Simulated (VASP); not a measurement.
# TiN (Osbornite) (Fm-3m) in VASP: further runs, part 3 of 3

VASP 6.6.1. Earlier steps stand in the parts before.

## 5. Single point, LDA

This run uses another cell than the first one, of 9.08 Å³/atom, 0.954 times its volume.

File INCAR:

```
SYSTEM = TiN
  PREC = Accurate
  ENCUT = 520
  EDIFF = 1E-6
  ISMEAR = -1
  SIGMA = 0.1
  LREAL = .False.
  LASPH = .True.
  NELM = 80
  ALGO = Normal
  ISIF = 2
  LWAVE = .False.
  LCHARG = .False.
  GGA = CA
  NBANDS = 16
```

File KPOINTS:

```
Automatic mesh
0
Gamma
  13 13 13
  0 0 0
```

File POSCAR:

```
TiN
1.0
    0.0000000000      2.0860914431      2.0860914431
    2.0860914431      0.0000000000      2.0860914431
    2.0860914431      2.0860914431      0.0000000000
Ti N
1 1
Direct
    0.0000000000      0.0000000000      0.0000000000
    0.5000000000      0.5000000000      0.5000000000
```

Potentials or basis: VASP PAW LDA potentials, release 64 (Ti_sv, N).

Launch:

```bash
> cat potpaw_LDA.64/Ti_sv/POTCAR potpaw_LDA.64/N/POTCAR > POTCAR
> mpirun -np 1 vasp_std > vasp.out
```

OUTCAR:

```text
SYSTEM = TiN
   PREC = Accurate
   ENCUT = 520
   EDIFF = 1E-6
   ISMEAR = -1
   LREAL = .False.
   LASPH = .True.
   NELM = 80
   ISIF = 2
   GGA = CA

 ion  position               nearest neighbor table
   1  0.000  0.000  0.000-   2 2.09   2 2.09   2 2.09   2 2.09   2 2.09   2 2.09
   2  0.500  0.500  0.500-   1 2.09   1 2.09   1 2.09   1 2.09   1 2.09   1 2.09

  LATTYP: Found a face centered cubic cell.
 ALAT       =     4.1721828862

  Lattice vectors:

 A1 = (   0.0000000000,   2.0860914431,   2.0860914431)
 A2 = (   2.0860914431,   0.0000000000,   2.0860914431)
 A3 = (   2.0860914431,   2.0860914431,   0.0000000000)

Analysis of symmetry for initial positions (statically):
=====================================================================
 Subroutine PRICEL returns:
 Original cell was already a primitive cell.

 Routine SETGRP: Setting up the symmetry group for a
 face centered cubic supercell.

 Subroutine GETGRP returns: Found 48 space group operations
 (whereof 48 operations were pure point group operations)
 out of a pool of 48 trial point group operations.

The static configuration has the point symmetry O_h .

Analysis of symmetry for dynamics (positions and initial velocities):
=====================================================================
 Subroutine PRICEL returns:
 Original cell was already a primitive cell.

 Routine SETGRP: Setting up the symmetry group for a
 face centered cubic supercell.

 Subroutine GETGRP returns: Found 48 space group operations
 (whereof 48 operations were pure point group operations)
 out of a pool of 48 trial point group operations.

The dynamic configuration has the point symmetry O_h .

 Subroutine INISYM returns: Found 48 space group operations
 (whereof 48 operations are pure point group operations),
 and found     1 'primitive' translations

[... 105 lines left out ...]
   NELECT =      17.0000    total number of electrons
   NUPDOWN=      -1.0000    fix difference up-down
   EMIN   =  10.00;   EMAX   =-10.00  energy-range for DOS
   EFERMI =   0.00;   METHOD = LEGACY
   ISMEAR =    -1;   SIGMA  =   0.10  broadening in eV -4-tet -1-fermi 0-gaus
   EFERMI_NEDOS =   21; number of points for ismear=-14 and -15
   IALGO  =     38    algorithm
   IMIX   =      4    mixing-type and parameters
     AMIX     =   0.40;   BMIX     =  1.00
     AMIX_MAG =   1.60;   BMIX_MAG =  1.00
  volume/ion in A,a.u.               =       9.08        61.26
  Fermi-wavevector in a.u.,A,eV,Ry     =   1.601577  3.026542 34.899605  2.565049
  Thomas-Fermi vector in A             =   2.698533
   LORBIT       =      0    0 simple, 1 ext, 2 COOP (PROOUT), +10 PAW based schemes
   GGA     = CA    functional components
   LHFCALC =     F    Hartree Fock is set to
   AEXX    =    0.0000 exact exchange contribution
   IVDW    =     0    specifies the selected vdW correction
   LEPSILON=     F    determine dielectric tensor
   LRPA    =     F    only Hartree local field effects (RPA)
 non-spin polarized calculation
  energy-cutoff  :      520.00
  volume of cell :       18.16
 maximum number of plane-waves:       531
 NGX is ok and might be reduce to    24
   NGX = 11   NGY = 11   NGZ = 11

 number of electron      16.9999996 magnetization

 Free energy of the ion-electron system (eV)
  ---------------------------------------------------
  ext. energy  EPLUGINS =         0.00000000
  ---------------------------------------------------
  free energy    TOTEN  =       -21.68641586 eV

  energy without entropy =      -21.66188963  energy(sigma->0) =      -21.67415274

 E-fermi :  11.8653     XC(G=0): -13.6451

 val. band max:       11.7913858341   @ k =  -0.0769   0.0769   0.0000
 cond. band min:      11.8943732774   @ k =  -0.1538   0.1538   0.0000
 fundamental gap:      0.1029874434
 Fermi energy:        11.8652940921

 k-point     1 :       0.0000    0.0000    0.0000
  band No.  band energies     occupation
      1     -45.2097      2.00000
      2     -21.5253      2.00000
      3     -21.5253      2.00000
      4     -21.5253      2.00000
      5      -5.2685      2.00000
      6       9.8026      2.00000
[... 433 lines left out ...]
      3     -21.6764      2.00000
      4     -21.6374      2.00000
      5      -2.9742      2.00000
      6       4.3541      2.00000
[... 8 lines left out ...]
     15      25.5778      0.00000
     16      26.7345      0.00000

 [... further k-points ...]
[... 5 lines left out ...]
  --------------------------------------------------------------------------------------
  -------------------------------------------------------------------------------------
  Total        0.1161082      0.1161082      0.1161082     -0.0000000      0.0000000     -0.0000000
  in kB       10.2457412     10.2457412     10.2457412     -0.0000000      0.0000000     -0.0000000
  external PRESSURE =      10.2457412 kB  Pullay stress =       0.0000000 kB

 VOLUME and BASIS-vectors are now :
 -----------------------------------------------------------------------------
  energy-cutoff  :      520.00
  volume of cell :       18.16
      direct lattice vectors                 reciprocal lattice vectors
     0.000000000  2.086091443  2.086091443    -0.239682686  0.239682686  0.239682686
     2.086091443  0.000000000  2.086091443     0.239682686 -0.239682686  0.239682686
     2.086091443  2.086091443  0.000000000     0.239682686  0.239682686 -0.239682686

 POSITION                                       TOTAL-FORCE (eV/Angst)
 -----------------------------------------------------------------------------------
      0.00000      0.00000      0.00000         0.000000      0.000000      0.000000
      2.08609      2.08609      2.08609        -0.000000     -0.000000     -0.000000
 -----------------------------------------------------------------------------------
    total drift:                                0.000000     -0.000000     -0.000000

  FREE ENERGIE OF THE ION-ELECTRON SYSTEM (eV)
  ---------------------------------------------------
  free  energy   TOTEN  =       -21.6864158577 eV

  energy  without entropy=      -21.6618896257  energy(sigma->0) =      -21.67415274
```

OSZICAR:

```text
N       E                     dE             d eps       ncg     rms          rms(c)
DAV:   1     0.128793829535E+03    0.12879E+03   -0.82899E+03  2704   0.126E+03
DAV:   2    -0.195522099172E+02   -0.14835E+03   -0.13937E+03  3024   0.344E+02
DAV:   3    -0.265860939578E+02   -0.70339E+01   -0.69814E+01  3312   0.778E+01
DAV:   4    -0.267324939558E+02   -0.14640E+00   -0.14630E+00  3336   0.104E+01
DAV:   5    -0.267355741791E+02   -0.30802E-02   -0.30802E-02  3152   0.136E+00    0.190E+01
DAV:   6    -0.221088937574E+02    0.46267E+01   -0.12719E+01  3512   0.542E+01    0.713E+00
DAV:   7    -0.217351505762E+02    0.37374E+00   -0.15503E+00  3264   0.160E+01    0.528E+00
DAV:   8    -0.218871551332E+02   -0.15200E+00   -0.87379E-01  3840   0.135E+01    0.567E+00
DAV:   9    -0.216956276481E+02    0.19153E+00   -0.24825E-01  3192   0.786E+00    0.145E+00
DAV:  10    -0.216890450522E+02    0.65826E-02   -0.33084E-02  3184   0.209E+00    0.348E-01
DAV:  11    -0.216864822518E+02    0.25628E-02   -0.48875E-03  3200   0.681E-01    0.158E-01
DAV:  12    -0.216864890852E+02   -0.68335E-05   -0.41714E-04  2864   0.205E-01    0.993E-02
DAV:  13    -0.216864243145E+02    0.64771E-04   -0.25687E-04  3064   0.262E-01    0.192E-02
DAV:  14    -0.216864170078E+02    0.73067E-05   -0.13330E-05  3008   0.452E-02    0.106E-02
DAV:  15    -0.216864159793E+02    0.10285E-05   -0.29529E-06  3448   0.200E-02    0.913E-03
DAV:  16    -0.216864158577E+02    0.12163E-06   -0.41409E-07  1808   0.688E-03
   1 F= -.21686416E+02 E0= -.21674153E+02  d E =-.245262E-01
```

stdout:

```text
POSCAR found type information on POSCAR TiN
 POSCAR found :  2 types and       2 ions
 scaLAPACK will be used
 LDA part: xc-table for (Slater(with rela. corr.)+CA(PZ))
 , standard interpolation
 POSCAR, INCAR and KPOINTS ok, starting setup
 FFT: planning ... GRIDC
 FFT: planning ... GRID_SOFT
 FFT: planning ... GRID
 WAVECAR not read
 entering main loop
```

Run time: 9.6 s. Hardware: 1 thread of Intel Xeon 6975P-C (Granite Rapids), shared host; peak memory 0.14 GiB.

Results:

| Property | Result |
| --- | --- |
| Free energy | -21.6864 eV |
| Pressure | 1.0 GPa |

## 6. Single point, PBEsol

This run uses another cell than the first one, of 9.29 Å³/atom, 0.976 times its volume.

File INCAR:

```
  PREC = Accurate
  ENCUT = 520
  EDIFF = 1E-7
  ISMEAR = -1
  SIGMA = 0.1
  LREAL = F
  LASPH = T
  NELM = 60
  ALGO = Normal
  ISIF = 2
  LWAVE = F
  LCHARG = F
  GGA = PS
  NBANDS = 16
```

File KPOINTS:

```
regular mesh
0
Gamma
  13 13 13
```

File POSCAR:

```
TiN
1.0
    0.0000000000      2.1021473612      2.1021473612
    2.1021473612      0.0000000000      2.1021473612
    2.1021473612      2.1021473612      0.0000000000
Ti N
1 1
Direct
    0.0000000000      0.0000000000      0.0000000000
    0.5000000000      0.5000000000      0.5000000000
```

Potentials or basis: VASP PAW PBE potentials, release 64 (Ti_sv, N).

Launch:

```bash
> cat potpaw_PBE.64/Ti_sv/POTCAR potpaw_PBE.64/N/POTCAR > POTCAR
> mpirun -np 1 vasp_std > vasp.out
```

Run time: 10 s. Hardware: 1 thread of Intel Xeon 6975P-C (Granite Rapids), shared host; peak memory 0.15 GiB.

It converged, with:

| Property | Result |
| --- | --- |
| Free energy | -20.7950 eV |
| Pressure | 0.5 GPa |

Levels at points of the mesh, in eV from the Fermi level:
| k point | band 5 | band 6 | band 7 | band 8 | band 9 | band 10 | band 11 | band 12 | band 13 | band 14 |
| --- | --- | --- | --- | --- | --- | --- | --- | --- | --- | --- |
| (0.00, 0.00, 0.00) | -17.21 | -2.06 | -2.06 | -2.06 | -0.66 | -0.66 | -0.66 | 0.59 | 0.59 | 5.68 |

Caveat: the PAW data sets were made with another functional, which shifts forces and pressure a little.

## 7. Summary

```csv
task,level,potentials or basis,cell,cutoff (eV),gap on the mesh (eV),pressure (GPa),relaxed volume (Å³/atom)
relaxation of cell and atoms,PBE,"VASP PAW PBE potentials, release 64 (Ti_sv, N)","relaxed from a = 2.997 Å, angles 60.0°, 2 atoms",600,none,0.0,9.59
relaxation of cell and atoms,PBEsol,"VASP PAW PBE potentials, release 64 (Ti_sv, N)","relaxed from a = 2.997 Å, angles 60.0°, 2 atoms",600,none,-0.1,9.30
relaxation of cell and atoms,LDA,"VASP PAW LDA potentials, release 64 (Ti_sv, N)","relaxed from a = 2.997 Å, angles 60.0°, 2 atoms",600,none,0.0,9.10
single point,LDA,"VASP PAW LDA potentials, release 64 (Ti_sv, N)","a = 2.950 Å, angles 60.0°, 2 atoms",520,none,1.0,-
single point,PBEsol,"VASP PAW PBE potentials, release 64 (Ti_sv, N)","a = 2.973 Å, angles 60.0°, 2 atoms",520,none,0.5,-
```

Alike in all rows: no spin polarisation; k mesh 13 × 13 × 13; smearing fermi-dirac 0.1 eV.

Caveats: the PAW data sets were made with another functional, which shifts forces and pressure a little (some runs).

Total energies depend on the potentials used, so only differences within one code and one set of settings carry meaning.
